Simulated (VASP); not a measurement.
# SnTe3Pt2 (R-3m) in VASP: single point with PBE

Aim: the single point of SnTe3Pt2 with PBE.

Program: VASP 6.6.1. These are calculated values, not measurements. Logs are shortened: lines on timing, memory, paths and dates and some standing lists are left out, and cuts for length are marked.

**1. The cell of the first run**

Symmetry: R-3m, No. 166, trigonal system. The conventional cell has a = 6.097 Å, b = 6.097 Å, c = 15.853 Å, α = 90.00°, β = 90.00°, γ = 120.00°. Sn (site symmetry -3m) has 6 Te at 3.17 Å and 6 Pt at 3.77 Å within 4.2 Å. Te (site symmetry 2/m) has 4 Te at 3.05 Å and 2 Sn at 3.17 Å and 4 Pt at 3.31 Å within 4.0 Å. Pt (site symmetry 3m) has 1 Pt at 2.56 Å and 6 Te at 3.31 Å within 3.4 Å.

**2. Single point, PBE**

The input, POSCAR:

```
SnTe3Pt2
1.0
    3.0482510335      1.7599085547      5.2842831879
   -3.0482510335      1.7599085547      5.2842831879
    0.0000000000     -3.5198171095      5.2842831879
Sn Te Pt
1 3 2
Direct
    0.0000000000      0.0000000000      0.0000000000
    0.0000000000      0.5000000000      0.0000000000
    0.0000000000      0.0000000000      0.5000000000
    0.5000000000      0.0000000000      0.0000000000
    0.4191269878      0.4191269878      0.4191269878
    0.5808730122      0.5808730122      0.5808730122
```

The input, INCAR.step1:

```
SYSTEM = SnTe3Pt2
PREC     = Accurate       ! precision mode
ENCUT    = 520            ! plane-wave cutoff, eV
EDIFF    = 1E-6           ! SCF threshold, eV
ISMEAR   = 0              ! smearing method
SIGMA    = 0.1            ! smearing width, eV
LREAL    = .False.        ! projectors in reciprocal space
LASPH    = .True.         ! aspherical terms in the spheres
NELM     = 80             ! most SCF steps
ALGO     = Normal         ! electronic algorithm
ISIF     = 2              ! what is computed and relaxed
LWAVE    = .False.        ! write WAVECAR
LCHARG   = .True.         ! write CHGCAR
LMAXMIX  = 4              ! l up to which the mixer works
GGA      = PE             ! functional
NBANDS   = 35             ! bands
```

The input, KPOINTS.step1:

```
Automatic mesh
0
Gamma
  6 6 6
  0 0 0
```

The input, INCAR.step2:

```
SYSTEM = SnTe3Pt2
PREC     = Accurate       ! precision mode
ENCUT    = 520            ! plane-wave cutoff, eV
EDIFF    = 1E-6           ! SCF threshold, eV
ISMEAR   = -5             ! smearing method
SIGMA    = 0.1            ! smearing width, eV
LREAL    = .False.        ! projectors in reciprocal space
LASPH    = .True.         ! aspherical terms in the spheres
NELM     = 80             ! most SCF steps
ALGO     = Normal         ! electronic algorithm
ISIF     = 2              ! what is computed and relaxed
LWAVE    = .False.        ! write WAVECAR
LCHARG   = .False.        ! write CHGCAR
LMAXMIX  = 4              ! l up to which the mixer works
GGA      = PE             ! functional
LORBIT   = 11             ! projections on sites
NBANDS   = 35             ! bands
NEDOS    = 1001           ! points of the DOS
ICHARG   = 11             ! starting density
```

The input, KPOINTS.step2:

```
Automatic mesh
0
Gamma
  9 9 9
  0 0 0
```

Potentials or basis: VASP PAW PBE potentials, release 64 (Sn_d, Te, Pt).

The run is started by

```
$ cat potpaw_PBE.64/Sn_d/POTCAR potpaw_PBE.64/Te/POTCAR potpaw_PBE.64/Pt/POTCAR > POTCAR
$ cp INCAR.step1 INCAR
$ cp KPOINTS.step1 KPOINTS
$ mpirun -np 1 vasp_std > vasp.out
$ cp INCAR.step2 INCAR
$ cp KPOINTS.step2 KPOINTS
$ mpirun -np 1 vasp_std > vasp.out
```

OUTCAR:

```text
SYSTEM = SnTe3Pt2
   PREC = Accurate
   ENCUT = 520
   EDIFF = 1E-6
   ISMEAR = -5
   LREAL = .False.
   LASPH = .True.
   NELM = 80
   ISIF = 2
   GGA = PE
   LORBIT = 11
   ICHARG = 11

 ion  position               nearest neighbor table
   1  0.000  0.000  0.000-   2 3.17   4 3.17   2 3.17   4 3.17   3 3.17   3 3.17
   2  0.000  0.500  0.000-   3 3.05   3 3.05   4 3.05   4 3.05   1 3.17   1 3.17   6 3.31   5 3.31
                             5 3.31   6 3.31
   3  0.000  0.000  0.500-   2 3.05   4 3.05   2 3.05   4 3.05   1 3.17   1 3.17   6 3.31   5 3.31
                             6 3.31   5 3.31
   4  0.500  0.000  0.000-   3 3.05   3 3.05   2 3.05   2 3.05   1 3.17   1 3.17   5 3.31   6 3.31
                             5 3.31   6 3.31
   5  0.419  0.419  0.419-   6 2.56   4 3.31   2 3.31   4 3.31   2 3.31   3 3.31   3 3.31
   6  0.581  0.581  0.581-   5 2.56   4 3.31   2 3.31   2 3.31   4 3.31   3 3.31   3 3.31

  LATTYP: Found a trigonal (rhomboedric) cell.
 ALAT       =     6.3492331265
 COS(alpha) =     0.5390127560

  Lattice vectors:

 A1 = (   3.0482510335,   1.7599085547,   5.2842831879)
 A2 = (  -3.0482510335,   1.7599085547,   5.2842831879)
 A3 = (   0.0000000000,  -3.5198171095,   5.2842831879)

Analysis of symmetry for initial positions (statically):
=====================================================================
 Subroutine PRICEL returns:
 Original cell was already a primitive cell.

 Routine SETGRP: Setting up the symmetry group for a
 trigonal (rhombohedral) supercell.

 Subroutine GETGRP returns: Found 12 space group operations
 (whereof 12 operations were pure point group operations)
 out of a pool of 12 trial point group operations.

The static configuration has the point symmetry D_3d.

Analysis of symmetry for dynamics (positions and initial velocities):
=====================================================================
 Subroutine PRICEL returns:
 Original cell was already a primitive cell.

 Routine SETGRP: Setting up the symmetry group for a
 trigonal (rhombohedral) supercell.

 Subroutine GETGRP returns: Found 12 space group operations
 (whereof 12 operations were pure point group operations)
 out of a pool of 12 trial point group operations.

The dynamic configuration has the point symmetry D_3d.

 Subroutine INISYM returns: Found 12 space group operations
 (whereof 12 operations are pure point group operations),
 and found     1 'primitive' translations

----------------------------------------------------------------------------------------

                                     Primitive cell

  volume of cell :     170.0898

  direct lattice vectors                    reciprocal lattice vectors
     3.048251034  1.759908555  5.284283188     0.164028485  0.094701890  0.063080142
    -3.048251034  1.759908555  5.284283188    -0.164028485  0.094701890  0.063080142
     0.000000000 -3.519817109  5.284283188     0.000000000 -0.189403780  0.063080142

  length of vectors
     6.349233126  6.349233126  6.349233126     0.199631902  0.199631902  0.199631902

  position of ions in fractional coordinates (direct lattice)
     0.000000000  0.000000000  0.000000000
     0.000000000  0.500000000  0.000000000
     0.000000000  0.000000000  0.500000000
     0.500000000  0.000000000  0.000000000
     0.419126988  0.419126988  0.419126988
     0.580873012  0.580873012  0.580873012

  ion indices of the primitive-cell ions
   primitive index   ion index
                 1           1
                 2           2
                 3           3
                 4           4
                 5           5
                 6           6

----------------------------------------------------------------------------------------

 KPOINTS: Automatic mesh

Automatic generation of k-mesh.
 Grid dimensions read from file:
 generate k-points for:    9    9    9

 Generating k-lattice:

  Cartesian coordinates                     Fractional coordinates (reciprocal lattice)
     0.018225387  0.010522432  0.007008905     0.111111111  0.000000000  0.000000000
    -0.018225387  0.010522432  0.007008905     0.000000000  0.111111111  0.000000000
     0.000000000 -0.021044864  0.007008905     0.000000000  0.000000000  0.111111111

  Length of vectors
     0.022181322  0.022181322  0.022181322

  Shift w.r.t. Gamma in fractional coordinates (k-lattice)
     0.000000000  0.000000000  0.000000000

 TETIRR: Found    369 inequivalent tetrahedra from     4374

 Subroutine IBZKPT returns following result:
 ===========================================

 Found     85 irreducible k-points:

 Following reciprocal coordinates:
            Coordinates               Weight
  0.000000  0.000000  0.000000      1.000000
  0.111111  0.000000  0.000000      6.000000
  0.222222 -0.000000  0.000000      6.000000
  0.333333  0.000000  0.000000      6.000000
  0.444444 -0.000000  0.000000      6.000000
  0.111111  0.111111  0.000000      6.000000
[... 16 lines left out ...]
 -0.333333  0.333333  0.000000      6.000000
  0.444444  0.444444  0.000000      6.000000
 [... further k-points ...]
   k-points           NKPTS =     85   k-points in BZ     NKDIM =     85   number of bands    NBANDS=     35
   number of dos      NEDOS =   1001   number of ions     NIONS =      6
   total plane-waves  NPLWV = 110592
   dimension x,y,z NGX =    48 NGY =   48 NGZ =   48
   dimension x,y,z NGXF=    96 NGYF=   96 NGZF=   96
   ions per type =               1   3   2
   NGX,Y,Z   is equivalent  to a cutoff of  12.57, 12.57, 12.57 a.u.
   NGXF,Y,Z  is equivalent  to a cutoff of  25.14, 25.14, 25.14 a.u.
 SYSTEM =  SnTe3Pt2
   PREC   = accura    normal or accurate (medium, high low for compatibility)
   ISTART =      0    job   : 0-new  1-cont  2-samecut
   ICHARG =     11    charge: 1-file 2-atom 10-const
   ISPIN  =      1    spin polarized calculation?
   LNONCOLLINEAR =      F non collinear calculations
   LSORBIT =      F    spin-orbit coupling
   LASPH  =      T    aspherical Exc in radial PAW
   ENCUT  =  520.0 eV  38.22 Ry    6.18 a.u.  11.81 11.81 11.81*2*pi/ulx,y,z
   NELM   =     80;   NELMIN=  2; NELMDL=  0     # of ELM steps
   EDIFF  = 0.1E-05   stopping-criterion for ELM
   LREAL  =      F    real-space projection
   EDIFFG = 0.1E-04   stopping-criterion for IOM
   NSW    =      0    number of steps for IOM
   IBRION =     -1    ionic relax: 0-MD 1-quasi-New 2-CG
   NFREE  =      0    steps in history (QN), initial steepest desc. (CG)
   ISIF   =      2    stress and relaxation
   ISYM   =      2    0-nonsym 1-usesym 2-fastsym
   POTIM  = 0.5000    time-step for ionic-motion
   TEBEG  =    0.0;   TEEND  =   0.0 temperature during run
   PSTRESS=    0.0 pullay stress
   NELECT =      52.0000    total number of electrons
   NUPDOWN=      -1.0000    fix difference up-down
   EMIN   =  10.00;   EMAX   =-10.00  energy-range for DOS
   EFERMI =   0.00;   METHOD = LEGACY
   ISMEAR =    -5;   SIGMA  =   0.10  broadening in eV -4-tet -1-fermi 0-gaus
   EFERMI_NEDOS =   21; number of points for ismear=-14 and -15
   IALGO  =     38    algorithm
   IMIX   =      4    mixing-type and parameters
     AMIX     =   0.40;   BMIX     =  1.00
     AMIX_MAG =   1.60;   BMIX_MAG =  1.00
  volume/ion in A,a.u.               =      28.35       191.30
  Fermi-wavevector in a.u.,A,eV,Ry     =   1.102850  2.084085 16.548477  1.216279
  Thomas-Fermi vector in A             =   2.239299
   LORBIT       =     11    0 simple, 1 ext, 2 COOP (PROOUT), +10 PAW based schemes
   GGA     = PE    functional components
   LHFCALC =     F    Hartree Fock is set to
   AEXX    =    0.0000 exact exchange contribution
   IVDW    =     0    specifies the selected vdW correction
   LEPSILON=     F    determine dielectric tensor
   LRPA    =     F    only Hartree local field effects (RPA)
 non-spin polarized calculation
 Fermi weights with tetrahedron method with Bloechl corrections
  energy-cutoff  :      520.00
  volume of cell :      170.09
 maximum number of plane-waves:      4607

 number of electron      51.9999994 magnetization

 Free energy of the ion-electron system (eV)
  ---------------------------------------------------
  ext. energy  EPLUGINS =         0.00000000
  ---------------------------------------------------
  free energy    TOTEN  =       -20.93587357 eV

  energy without entropy =      -20.93587357  energy(sigma->0) =      -20.93587357

 E-fermi :   6.5831     XC(G=0):  -9.8605

 val. band max:        6.6741989151   @ k =  -0.2222   0.4444   0.1111
 cond. band min:       6.5737322348   @ k =  -0.4444   0.4444   0.1111
 fundamental gap:     -0.1004666802
 Fermi energy:         6.5831292236

 k-point     1 :       0.0000    0.0000    0.0000
  band No.  band energies     occupation
      1     -15.2716      2.00000
      2     -15.2621      2.00000
      3     -15.2621      2.00000
      4     -15.2423      2.00000
      5     -15.2423      2.00000
      6      -7.4055      2.00000
[... 27 lines left out ...]
     34      10.0198      0.00000
     35      10.0198      0.00000

 k-point     2 :       0.1111    0.0000    0.0000
  band No.  band energies     occupation
      1     -15.2715      2.00000
      2     -15.2621      2.00000
      3     -15.2620      2.00000
      4     -15.2423      2.00000
      5     -15.2423      2.00000
      6      -7.3499      2.00000
[... 27 lines left out ...]
     34      10.0142      0.00000
     35      10.0900      0.00000
[... 796 lines left out ...]
     34      10.9046      0.00000
     35      11.6483      0.00000

 k-point    24 :       0.4444    0.4444    0.0000
  band No.  band energies     occupation
      1     -15.2710      2.00000
      2     -15.2621      2.00000
      3     -15.2615      2.00000
      4     -15.2424      2.00000
      5     -15.2422      2.00000
      6      -6.5858      2.00000
[... 27 lines left out ...]
     34      11.0267      0.00000
     35      11.2758      0.00000

 [... further k-points ...]
[... 5 lines left out ...]
  --------------------------------------------------------------------------------------
  -------------------------------------------------------------------------------------
  Total        0.0056134      0.0056134     -0.2537154      0.0000000      0.0000000      0.0000000
  in kB        0.0528763      0.0528763     -2.3898972      0.0000000      0.0000000      0.0000000
  external PRESSURE =      -0.7613815 kB  Pullay stress =       0.0000000 kB

 VOLUME and BASIS-vectors are now :
 -----------------------------------------------------------------------------
  energy-cutoff  :      520.00
  volume of cell :      170.09
      direct lattice vectors                 reciprocal lattice vectors
     3.048251034  1.759908555  5.284283188     0.164028485  0.094701890  0.063080142
    -3.048251034  1.759908555  5.284283188    -0.164028485  0.094701890  0.063080142
     0.000000000 -3.519817109  5.284283188     0.000000000 -0.189403780  0.063080142

 POSITION                                       TOTAL-FORCE (eV/Angst)
 -----------------------------------------------------------------------------------
      0.00000      0.00000      0.00000        -0.000000      0.000000      0.000000
     -1.52413      0.87995      2.64214        -0.000000     -0.000000      0.000000
      0.00000     -1.75991      2.64214        -0.000000      0.000000      0.000000
      1.52413      0.87995      2.64214         0.000000      0.000000      0.000000
      0.00000     -0.00000      6.64436        -0.000000     -0.000000      0.042954
      0.00000     -0.00000      9.20849        -0.000000      0.000000     -0.042954
 -----------------------------------------------------------------------------------
    total drift:                               -0.000000     -0.000000      0.000000

  FREE ENERGIE OF THE ION-ELECTRON SYSTEM (eV)
  ---------------------------------------------------
  free  energy   TOTEN  =       -20.9358735674 eV

  energy  without entropy=      -20.9358735674  energy(sigma->0) =      -20.93587357

 total charge

# of ion       s       p       d       tot
------------------------------------------
    1        1.365   0.689   9.984  12.037
    2        1.454   1.749   0.067   3.270
    3        1.454   1.749   0.067   3.270
    4        1.454   1.749   0.067   3.270
    5        0.555   0.171   8.244   8.970
    6        0.555   0.171   8.244   8.970
--------------------------------------------------
tot          6.836   6.277  26.673  39.786
```

Run time: 14 min. Hardware: 1 thread of AMD EPYC 7R13, shared host; peak memory 0.61 GiB.

Results:

```
Valence electrons inside the program's atomic spheres : Sn 12.04; Te 3.27; Pt 8.97
```

Levels at points of the mesh, in eV from the Fermi level:
| k point | band 22 | band 23 | band 24 | band 25 | band 26 | band 27 | band 28 | band 29 | band 30 | band 31 |
| --- | --- | --- | --- | --- | --- | --- | --- | --- | --- | --- |
| (0.00, 0.00, 0.00) | -0.90 | -0.90 | -0.42 | -0.42 | -0.33 | 1.53 | 1.72 | 1.81 | 2.84 | 2.84 |

Caveat: spin-orbit coupling is left out, which moves the levels of the heavy elements.
